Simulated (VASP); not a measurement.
CaSe:

```
Se Ca
1.0
     0.00000    2.97558    2.97558
     2.97558    0.00000    2.97558
     2.97558    2.97558    0.00000
Se Ca
1 1
Direct
  0.50000 0.50000 0.50000
  0.00000 0.00000 0.00000
```

This cell differs from its parent crystal: volume scaled by 1.02.

Base run:

```yaml
Program: VASP 6.6.1
Functional: PBEsol
Potentials_or_basis: VASP PAW PBE potentials, release 64 (Se, Ca_sv)
Cutoff: 520 eV
k_mesh: 8 × 8 × 8
Occupations: fermi-dirac, width 0.05 eV
Spin: no spin polarisation
```

Its results: band gap on the k mesh 1.97 eV, indirect (least direct gap 2.90 eV); pressure -1.8 GPa.

Question: The run is repeated on the same cell with these changes: functional from PBEsol to r2SCAN. What comes out?

Answer: Band gap on the k mesh 2.54 eV, indirect (least direct gap 3.47 eV); pressure -0.2 GPa.

r2SCAN gives the wider gap, since meta-GGAs in the generalised Kohn-Sham scheme recover part of the derivative discontinuity.

Caveats: the PAW data sets were made with another functional, which shifts forces and pressure a little.

A k mesh can miss the band edges.
